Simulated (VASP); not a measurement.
# C in VASP: further runs, part 2 of 2

VASP 6.6.1. Earlier steps stand in the parts before.

### 3 Single point, PBE+D3(BJ)

This run uses another cell than the first one, of 52.24 Å³/atom, 0.992 times its volume.

INCAR

```
  ALGO = Normal
  DIPOL = 0.5 0.5 0.500
  EDIFF = 1E-7
  ENCUT = 520
  GGA = PE
  IDIPOL = 3
  ISIF = 2
  ISMEAR = 0
  IVDW = 12
  LASPH = True
  LCHARG = False
  LDIPOL = True
  LREAL = False
  LWAVE = False
  NBANDS = 11
  NELM = 100
  PREC = Accurate
  SIGMA = 0.05
```

KPOINTS

```
k-points
0
Gamma
  15 15 1
```

POSCAR

```
C
1.0
    2.4560959400      0.0000000000      0.0000000000
   -1.2280479700      2.1270618200      0.0000000000
    0.0000000000      0.0000000000     20.0000000000
C
2
Direct
    0.0833794600      0.1667589200      0.5000000000
    0.4166205400      0.8332410800      0.5000000000
```

Potentials or basis: VASP PAW PBE potentials, release 64 (C).

Started as:

```
> cat potpaw_PBE.64/C/POTCAR > POTCAR
> mpirun -np 1 vasp_std > vasp.out
```

OUTCAR:

```text
EDIFF = 1E-7
   ENCUT = 520
   GGA = PE
   ISIF = 2
   ISMEAR = 0
   IVDW = 12
   LASPH = True
   LREAL = False
   NELM = 100
   PREC = Accurate
 IVDW          = 12

 ion  position               nearest neighbor table
   1  0.083  0.167  0.500-   2 1.42   2 1.42   2 1.42
   2  0.417  0.833  0.500-   1 1.42   1 1.42   1 1.42

  LATTYP: Found a hexagonal cell.
 ALAT       =     2.4560959400
 C/A-ratio  =     8.1430043812

  Lattice vectors:

 A1 = (   2.4560959400,   0.0000000000,   0.0000000000)
 A2 = (  -1.2280479700,   2.1270618200,   0.0000000000)
 A3 = (   0.0000000000,   0.0000000000,  20.0000000000)

Analysis of symmetry for initial positions (statically):
=====================================================================
 Subroutine PRICEL returns:
 Original cell was already a primitive cell.

 Routine SETGRP: Setting up the symmetry group for a
 hexagonal supercell.

 Subroutine GETGRP returns: Found  8 space group operations
 (whereof  4 operations were pure point group operations)
 out of a pool of 24 trial point group operations.

The static configuration has the point symmetry C_2v.
 The point group associated with its full space group is D_2h.

Analysis of symmetry for dynamics (positions and initial velocities):
=====================================================================
 Subroutine PRICEL returns:
 Original cell was already a primitive cell.

 Routine SETGRP: Setting up the symmetry group for a
 hexagonal supercell.

 Subroutine GETGRP returns: Found  8 space group operations
 (whereof  4 operations were pure point group operations)
 out of a pool of 24 trial point group operations.

The dynamic configuration has the point symmetry C_2v.
 The point group associated with its full space group is D_2h.

 Subroutine INISYM returns: Found  8 space group operations
 (whereof  4 operations are pure point group operations),
 and found     1 'primitive' translations

----------------------------------------------------------------------------------------

                                     Primitive cell

  volume of cell :     104.4854

  direct lattice vectors                    reciprocal lattice vectors
[... 126 lines left out ...]

 dipolmoment           0.000000      0.000000     -0.000000 electrons x Angstroem

 Free energy of the ion-electron system (eV)
  ---------------------------------------------------
  ext. energy  EPLUGINS =         0.00000000
  ---------------------------------------------------
  free energy    TOTEN  =       -18.44531103 eV

  energy without entropy =      -18.44481082  energy(sigma->0) =      -18.44506092

 E-fermi :  -2.7016     XC(G=0):  -2.1637

 val. band max:       -2.7041232328   @ k =   0.3333   0.3333   0.0000
 cond. band min:      -2.6990328578   @ k =   0.3333   0.3333   0.0000
 fundamental gap:      0.0050903750
 Fermi energy:        -2.7015780452

 k-point     1 :       0.0000    0.0000    0.0000
  band No.  band energies     occupation
      1     -22.3210      2.00000
      2     -10.4003      2.00000
      3      -5.7487      2.00000
      4      -5.7370      2.00000
      5       0.5233      0.00000
      6       1.3243      0.00000
      7       1.6833      0.00000
      8       2.5985      0.00000
      9       3.0488      0.00000
     10       4.7257      0.00000
     11       5.3373      0.00000
[... 309 lines left out ...]
 k-point    24 :       0.2667    0.0667    0.0000
  band No.  band energies     occupation
      1     -20.1279      2.00000
      2     -11.4662      2.00000
      3      -8.5788      2.00000
      4      -7.8305      2.00000
      5       3.1030      0.00000
      6       3.5333      0.00000
      7       4.3919      0.00000
      8       4.7757      0.00000
      9       5.6624      0.00000
     10       5.6808      0.00000
     11       6.1374      0.00000

 [... further k-points ...]

------------------------ aborting loop because EDIFF is reached ----------------------------------------

 vacuum level on the upper side and lower side of the slab       (xc-potential included)        -0.083        -0.083

 Edisp (eV)   -0.17750

 E8    (eV) :    -0.0555

  FORCE on cell =-STRESS in cart. coord.  units (eV):
  Direction    XX          YY          ZZ          XY          YZ          ZX
  --------------------------------------------------------------------------------------
  -------------------------------------------------------------------------------------
  Total       0.63926     0.63581    -0.01148     0.00000     0.00000     0.00000
  in kB       9.80242     9.74950    -0.17598     0.00000     0.00000     0.00000
  external pressure =        6.46 kB  Pullay stress =        0.00 kB

 VOLUME and BASIS-vectors are now :
 -----------------------------------------------------------------------------
  energy-cutoff  :      520.00
  volume of cell :      104.49
      direct lattice vectors                 reciprocal lattice vectors
     2.456095940  0.000000000  0.000000000     0.407150219  0.235066041  0.000000000
    -1.228047970  2.127061820  0.000000000     0.000000000  0.470132081  0.000000000
     0.000000000  0.000000000 20.000000000     0.000000000  0.000000000  0.050000000

 POSITION                                       TOTAL-FORCE (eV/Angst)
 -----------------------------------------------------------------------------------
      0.00000      0.35471     10.00000        -0.000000     -0.015258      0.000000
     -0.00000      1.77236     10.00000         0.000000      0.015258      0.000000
 -----------------------------------------------------------------------------------
    total drift:                                0.000000     -0.000000     -0.000000

  FREE ENERGIE OF THE ION-ELECTRON SYSTEM (eV)
  ---------------------------------------------------
  free  energy   TOTEN  =       -18.6228063164 eV

  energy  without entropy=      -18.6223061123  energy(sigma->0) =      -18.62255621

 vacuum level on the upper side and lower side of the slab         1.456         1.456
```

It took 73 s on 1 thread of Intel Xeon Platinum 8259CL at 2.50GHz (Skylake/Cascade Lake), shared host; peak memory 0.23 GiB.

What came out:

```
Free energy                : -18.6228 eV
Largest force              : 0.015 eV/Å
Dispersion energy per atom : -0.089 eV
```

Forces in eV/Å, atoms in the order of the input:
```
C    0.000 -0.015  0.000
C    0.000  0.015  0.000
```

Levels at points of the mesh, in eV from the Fermi level:
```csv
k point,band 1,band 2,band 3,band 4,band 5,band 6,band 7,band 8
"(0.00, 0.00, 0.00)",-19.62,-7.70,-3.05,-3.04,3.22,4.03,4.38,5.30
```

### 4 Single point, PBE+D3(BJ)

INCAR

```
SYSTEM = C
ALGO = Normal ; DIPOL = 0.5 0.5 0.500
EDIFF = 1E-6 ; ENCUT = 520
GGA = PE ; IDIPOL = 3
ISIF = 2 ; ISMEAR = 0
IVDW = 12 ; LASPH = .True.
LCHARG = .True. ; LDIPOL = .True.
LELF = .True. ; LREAL = .False.
LVACPOTAV = .True. ; LVHAR = .True.
LWAVE = .False. ; NBANDS = 11
NELM = 60 ; PREC = Accurate
SIGMA = 0.05
```

KPOINTS

```
k-points
0
Gamma
  15 15 1
  0 0 0
```

POSCAR

```
C
1.0
    2.4658098633      0.0000000000      0.0000000000
   -1.2329049317      2.1352770044      0.0000000000
    0.0000000000      0.0000000000     20.0000000000
C
2
Direct
    0.0833459396      0.1666918792      0.5000000000
    0.4166540604      0.8333081208      0.5000000000
```

Started as:

```
> cat potpaw_PBE.64/C/POTCAR > POTCAR
> mpirun -np 1 vasp_std > vasp.out
```

Run time: 70 s. Hardware: 1 thread of Intel Xeon Platinum 8259CL at 2.50GHz (Skylake/Cascade Lake), shared host; peak memory 0.23 GiB.

It converged, with:

| Property | Result |
| --- | --- |
| Free energy | -18.6257 eV |
| Largest force | 0.004 eV/Å |
| Dispersion energy per atom | -0.089 eV |

Forces on the atoms (eV/Å):
```
C    0.000 -0.004  0.000
C    0.000  0.004  0.000
```

Levels at points of the mesh, in eV from the Fermi level:
```tsv
k point	band 2	band 3	band 4	band 5	band 6	band 7
(0.00, 0.00, 0.00)	-7.62	-3.05	-3.04	3.26	4.06	4.40
```
